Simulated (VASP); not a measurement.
# Si62P (a cell with a defect) in VASP: single point with PBE+D3(BJ)

Aim: the single point of Si62P (a cell with a defect) with PBE+D3(BJ).

Program: VASP 6.6.1. These are calculated values, not measurements. Logs are shortened: lines on timing, memory, paths and dates and some standing lists are left out, and cuts for length are marked.

## (1) The cell of the first run

The cell holds a defect, 63 atoms: a = 10.860 Å, b = 10.860 Å, c = 10.860 Å, α = 90.00°, β = 90.00°, γ = 90.00°.

## (2) Single point, PBE+D3(BJ), collinear spin

Contents of INCAR:

```
ALGO = Normal
EDIFF = 1E-7
ENCUT = 520
GGA = PE
ISIF = 2
ISMEAR = 0
ISPIN = 2
IVDW = 12
LASPH = T
LCHARG = T
LELF = T
LORBIT = 11
LREAL = Auto
LVHAR = T
LWAVE = F
MAGMOM = 0 0 0 0 0 0 0 0 0 0 0 0 0 0 0 0 0 0 0 0 0 0 0 0 0 0 0 0 0 0 0 0 0 0 0 0 0 0 0 0 0 0 0 0 0 0.16 0 0 0 0 0 0 0 0 0 0 0 0 0 0 0 0 0
NBANDS = 168
NELM = 150
PREC = Accurate
SIGMA = 0.05
```

Contents of KPOINTS:

```
k-points
0
Gamma
  1 1 1
```

Contents of POSCAR:

```
Si62P
1.0
   10.8600000000      0.0000000000      0.0000000000
    0.0000000000     10.8600000000      0.0000000000
    0.0000000000      0.0000000000     10.8600000000
Si P
62 1
Direct
    0.5003705341     -0.0001024862     -0.0007183241
    0.6250002762      0.1248653775      0.1251952118
    0.7497689687      0.2474247698      0.0005270718
    0.8744781768      0.3750259669      0.1240591160
    0.7493993554     -0.0007604052      0.2544349908
    0.8779558932      0.1267746777      0.3725660221
    0.0097032228      0.0098143646      0.0030864641
    0.1421819521      0.1423130755      0.1212347145
    0.2737657459      0.2667285451     -0.0108140884
    0.6279351750      0.6305081952      0.1215515654
    0.7555838858      0.7557830571      0.0026356354
    0.8814968692      0.8832888582      0.1268077348
    0.2512772560      0.0045279926      0.2482209024
    0.3759037753      0.1314654696      0.3704616943
    0.5001109576      0.2585860037      0.2409203499
    0.6237541436      0.3787733886      0.3719035912
    0.7485092081      0.5022122468      0.2462538674
    0.8738842541      0.6261856354      0.3742662983
    0.5001536832      0.0015744936      0.4989207182
    0.6301526703      0.1251796501      0.6198890424
    0.7523211786      0.2528572744      0.4969083794
    0.8652955801      0.3785430018      0.6345353591
    0.7505682320     -0.0007288214      0.7495685083
    0.8768285451      0.1246198895      0.8740245856
    0.0006418048      0.4993237569     -0.0001451197
    0.1268975138      0.6212944751      0.1269392265
    0.2516203499      0.7469577348      0.0033651013
    0.3751403315      0.8761710866      0.1255500921
    0.0037608656      0.2524923573      0.2478848066
    0.1193012891      0.3780931860      0.3808283610
    0.2471465009      0.4965428177      0.2555947514
    0.3750505525      0.6228672192      0.3727874770
    0.4999572744      0.7478987109      0.2475155617
    0.6232151934      0.8724534070      0.3763003683
   -0.0000344383     -0.0000964088      0.4994469613
    0.1248146409      0.1247972376      0.6239357274
    0.2490731123      0.2509234807      0.4993717311
    0.3748378453      0.3744852670      0.6246447514
    0.4999706262      0.5008233886      0.5009666667
    0.6240651013      0.6233799263      0.6291712707
    0.7491737569      0.7478570902      0.5023071823
    0.8751115101      0.8746493554      0.6246796501
    0.2450428177     -0.0045596685      0.7503176796
    0.3756270718      0.1202915285      0.8686406998
    0.4998102210      0.2436942910      0.7446395028
    0.6019936464      0.3639548803      0.8910988029
    0.7331246777      0.4964309392      0.7671439227
    0.8715597606      0.6231942910      0.8771875691
    0.0016633517      0.7498665746      0.2503646409
    0.1260661142      0.8777418969      0.3726929098
   -0.0067697974      0.5021313076      0.5079187845
    0.1256381215      0.6294941989      0.6239848066
    0.2518133517      0.7515196133      0.4972628913
    0.3746655617      0.8747660221      0.6260424494
   -0.0011420810      0.2497037753      0.7490661142
    0.1257751381      0.3759488029      0.8725850829
    0.2503775322      0.5005617864      0.7496909761
    0.3751952118      0.6172025783      0.8822716390
    0.4994663904      0.7464748619      0.7554167587
    0.6261746777      0.8748186924      0.8756433702
   -0.0026399632      0.7478467772      0.7514490792
    0.1228632597      0.8721326888      0.8778140884
    0.4381825967      0.4115460405      0.0359012891
```

Potentials or basis: VASP PAW PBE potentials, release 64 (Si, P).

The run is started by

```bash
$ cat potpaw_PBE.64/Si/POTCAR potpaw_PBE.64/P/POTCAR > POTCAR
$ mpirun -np 1 vasp_gam > vasp.out
```

OUTCAR:

```text
EDIFF = 1E-7
   ENCUT = 520
   GGA = PE
   ISIF = 2
   ISMEAR = 0
   ISPIN = 2
   IVDW = 12
   LASPH = T
   LORBIT = 11
   LREAL = Auto
   NELM = 150
   PREC = Accurate
 IVDW          = 12

 ion  position               nearest neighbor table
   1  0.500  1.000  0.999-  60 2.35  28 2.35   2 2.35  44 2.36
   2  0.625  0.125  0.125-   3 2.33  15 2.35   1 2.35   5 2.38
   3  0.750  0.247  0.001-   2 2.33   4 2.36  24 2.36  46 2.36
   4  0.874  0.375  0.124-  25 2.35  17 2.35  29 2.36   3 2.36
   5  0.749  0.999  0.254-   6 2.35  34 2.35  12 2.36   2 2.38
   6  0.878  0.127  0.373-   5 2.35  35 2.36  21 2.36  29 2.36
   7  0.010  0.010  0.003-  62 2.37  24 2.37  12 2.37   8 2.41
   8  0.142  0.142  0.121-  13 2.35  29 2.36   7 2.41   9 2.43
   9  0.274  0.267  0.989-  44 2.34  56 2.37  63 2.43   8 2.43
  10  0.628  0.631  0.122-  33 2.33  11 2.33  17 2.34
  11  0.756  0.756  0.003-  10 2.33  48 2.35  60 2.36  12 2.37
  12  0.881  0.883  0.127-   5 2.36  49 2.37  11 2.37   7 2.37
  13  0.251  0.005  0.248-  14 2.34  28 2.35   8 2.35  50 2.36
  14  0.376  0.131  0.370-  13 2.34  37 2.35  15 2.39  19 2.40
  15  0.500  0.259  0.241-   2 2.35  16 2.35  14 2.39  63 2.86
  16  0.624  0.379  0.372-  17 2.34  39 2.35  15 2.35  21 2.38
[... 12 lines left out ...]
  29  0.004  0.252  0.248-  30 2.35   4 2.36   6 2.36   8 2.36
  30  0.119  0.378  0.381-  31 2.33  29 2.35  37 2.36  51 2.37
  31  0.247  0.497  0.256-  32 2.33  30 2.33  26 2.34
  32  0.375  0.623  0.373-  31 2.33  33 2.35  39 2.35  53 2.36
  33  0.500  0.748  0.248-  10 2.33  28 2.35  32 2.35  34 2.36
  34  0.623  0.872  0.376-   5 2.35  19 2.35  41 2.36  33 2.36
  35  1.000  1.000  0.499-  36 2.35  50 2.35  42 2.35   6 2.36
  36  0.125  0.125  0.624-  35 2.35  37 2.35  55 2.36  43 2.36
  37  0.249  0.251  0.499-  38 2.35  36 2.35  14 2.35  30 2.36
[... 24 lines left out ...]
  62  0.123  0.872  0.878-  43 2.34  61 2.36   7 2.37  27 2.38
  63  0.438  0.412  0.036-  46 2.43   9 2.43  15 2.86  58 2.87

  LATTYP: Found a simple cubic cell.
 ALAT       =    10.8600000000

  Lattice vectors:

 A1 = (  10.8600000000,   0.0000000000,   0.0000000000)
 A2 = (   0.0000000000,  10.8600000000,   0.0000000000)
 A3 = (   0.0000000000,   0.0000000000,  10.8600000000)

Analysis of symmetry for initial positions (statically):
=====================================================================
 Subroutine PRICEL returns:
 Original cell was already a primitive cell.

 Routine SETGRP: Setting up the symmetry group for a
 simple cubic supercell.

 Subroutine GETGRP returns: Found  1 space group operations
 (whereof  1 operations were pure point group operations)
 out of a pool of 48 trial point group operations.

The static configuration has the point symmetry C_1 .

Analysis of symmetry for dynamics (positions and initial velocities):
=====================================================================
 Subroutine PRICEL returns:
 Original cell was already a primitive cell.
[... 270 lines left out ...]

 val. band max:        5.9445195708   @ k =   0.0000   0.0000   0.0000
 cond. band min:       6.1428626485   @ k =   0.0000   0.0000   0.0000
 fundamental gap:      0.1983430777
 Fermi energy:         6.0437016962

 spin component 1

 k-point     1 :       0.0000    0.0000    0.0000
  band No.  band energies     occupation
      1      -6.2435      1.00000
      2      -5.4499      1.00000
      3      -5.1596      1.00000
      4      -5.1406      1.00000
      5      -5.1380      1.00000
      6      -5.0983      1.00000
[... 130 lines left out ...]
    137       6.9021      0.00000
    138       6.9229      0.00000
 Fermi energy:         6.0437016962

 spin component 2

 k-point     1 :       0.0000    0.0000    0.0000
  band No.  band energies     occupation
      1      -6.2299      1.00000
      2      -5.4251      1.00000
      3      -5.1507      1.00000
      4      -5.1297      1.00000
      5      -5.1281      1.00000
      6      -5.0811      1.00000
[... 130 lines left out ...]
    137       6.9130      0.00000
    138       6.9358      0.00000
 [bands above 138 left out]

------------------------ aborting loop because EDIFF is reached ----------------------------------------

 Edisp (eV)  -19.82595

 E6    (eV) :   -11.6206

 E8    (eV) :    -8.2054

  FORCE on cell =-STRESS in cart. coord.  units (eV):
  Direction    XX          YY          ZZ          XY          YZ          ZX
  --------------------------------------------------------------------------------------
  -------------------------------------------------------------------------------------
  Total      -8.82850    -6.50397    -6.51423     0.89363     4.66853    -1.15724
  in kB     -11.04354    -8.13578    -8.14862     1.11783     5.83984    -1.44758
  external pressure =       -9.11 kB  Pullay stress =        0.00 kB

 VOLUME and BASIS-vectors are now :
 -----------------------------------------------------------------------------
  energy-cutoff  :      520.00
  volume of cell :     1280.82
      direct lattice vectors                 reciprocal lattice vectors
    10.860000000  0.000000000  0.000000000     0.092081031  0.000000000  0.000000000
     0.000000000 10.860000000  0.000000000     0.000000000  0.092081031  0.000000000
     0.000000000  0.000000000 10.860000000     0.000000000  0.000000000  0.092081031

 POSITION                                       TOTAL-FORCE (eV/Angst)
 -----------------------------------------------------------------------------------
      5.43402     10.85889     10.85220        -0.000942      0.002109     -0.002474
      6.78750      1.35604      1.35962        -0.006936      0.007292     -0.006475
      8.14249      2.68703      0.00572         0.004757      0.006190      0.002050
      9.49683      4.07278      1.34728         0.000297     -0.001757     -0.003628
      8.13848     10.85174      2.76316         0.000667      0.000776      0.001765
      9.53460      1.37677      4.04607        -0.009894     -0.005961     -0.000543
[... 55 lines left out ...]
      1.33430      9.47136      9.53306        -0.000246     -0.003031      0.001687
      4.75866      4.46939      0.38989        -0.003722     -0.024604      0.011886
 -----------------------------------------------------------------------------------
    total drift:                               -0.004202      0.010765     -0.004262

  FREE ENERGIE OF THE ION-ELECTRON SYSTEM (eV)
  ---------------------------------------------------
  free  energy   TOTEN  =      -351.6004418883 eV

  energy  without entropy=     -351.5998888811  energy(sigma->0) =     -351.60016538

 total charge

# of ion       s       p       d       tot
------------------------------------------
    1        0.738   0.959   0.000   1.697
    2        0.743   0.947   0.000   1.691
    3        0.741   0.956   0.000   1.697
    4        0.738   0.958   0.000   1.696
    5        0.746   0.944   0.000   1.690
    6        0.740   0.952   0.000   1.692
[... 55 lines left out ...]
   62        0.741   0.946   0.000   1.687
   63        1.139   1.260   0.000   2.399
--------------------------------------------------
tot         47.231  59.661   0.000 106.892

 magnetization (x)

# of ion       s       p       d       tot
------------------------------------------
    1       -0.000  -0.000   0.000  -0.000
    2        0.000   0.006   0.000   0.007
    3        0.000  -0.000   0.000   0.000
    4       -0.000   0.001   0.000   0.001
    5       -0.000   0.003   0.000   0.003
    6       -0.000   0.001   0.000   0.001
[... 55 lines left out ...]
   62       -0.001  -0.002   0.000  -0.003
   63       -0.006   0.020   0.000   0.014
--------------------------------------------------
tot          0.050   0.304   0.000   0.354
```

It took 30 min on 1 thread of Intel Xeon 8259CL, shared host; peak memory 1.5 GiB.

Results:

```
Free energy                                           : -351.6004 eV
Pressure                                              : -0.9 GPa
Largest force                                         : 0.033 eV/Å
Net moment                                            : 1.00 μB per cell
Site moments                                          : Si -0.00, +0.01, +0.00, +0.09, +0.02, -0.01, -0.02 (each value once); P +0.01 μB
Valence electrons inside the program's atomic spheres : Si 1.70, 1.69, 1.67, 1.66, 1.63, 1.68, 1.62, 1.71 (each value once); P 2.40
Dispersion energy per atom                            : -0.315 eV
```

Forces in eV/Å, atoms in the order of the input:
```
Si  -0.001  0.002 -0.002
Si  -0.007  0.007 -0.006
Si   0.005  0.006  0.002
Si   0.000 -0.002 -0.004
Si   0.001  0.001  0.002
Si  -0.010 -0.006 -0.001
Si   0.000  0.005  0.013
Si   0.005  0.005 -0.014
Si  -0.009 -0.011 -0.003
Si   0.010  0.026  0.004
Si   0.006  0.008  0.013
Si   0.002 -0.006 -0.015
Si   0.005  0.003 -0.003
Si  -0.007 -0.001  0.004
Si   0.012 -0.020  0.023
Si  -0.010 -0.002 -0.006
Si  -0.006 -0.001 -0.010
Si  -0.007 -0.006 -0.006
Si   0.002  0.006  0.005
Si  -0.008  0.007  0.002
Si   0.006  0.017 -0.006
Si   0.005 -0.012  0.003
Si  -0.001  0.002  0.004
Si  -0.003 -0.002  0.001
Si   0.004 -0.003  0.000
Si   0.009 -0.006 -0.004
Si  -0.001  0.007  0.012
Si  -0.003  0.002  0.001
Si   0.001  0.006  0.000
Si  -0.002 -0.011 -0.001
Si  -0.005  0.014  0.011
Si   0.003 -0.013 -0.008
Si   0.004 -0.002 -0.002
Si  -0.015 -0.008  0.000
Si   0.006  0.001  0.001
Si  -0.002  0.004 -0.003
Si   0.003  0.001  0.002
Si   0.000  0.001  0.001
Si   0.004  0.002 -0.002
Si  -0.007  0.002  0.003
Si   0.001  0.000 -0.001
Si  -0.001  0.001  0.000
Si   0.008 -0.002  0.005
Si  -0.007 -0.005 -0.003
Si   0.000  0.002  0.002
Si  -0.004 -0.005 -0.002
Si  -0.007  0.002 -0.001
Si   0.001 -0.004  0.000
Si  -0.002  0.000  0.006
Si  -0.004 -0.010 -0.007
Si   0.010  0.006 -0.001
Si   0.005 -0.001 -0.003
Si   0.012  0.008 -0.006
Si   0.001 -0.002  0.006
Si  -0.001  0.008  0.007
Si  -0.004 -0.001 -0.008
Si  -0.001 -0.013 -0.006
Si  -0.002  0.021 -0.011
Si   0.011  0.004  0.001
Si  -0.003 -0.001 -0.005
Si   0.000  0.000  0.003
Si   0.000 -0.003  0.002
P   -0.004 -0.025  0.012
```

Stress tensor (GPa, compression positive):
```
-1.10  0.11 -0.14
 0.11 -0.81  0.58
-0.14  0.58 -0.81
```

Caveat: the k points lie up to 0.58 Å⁻¹ apart.
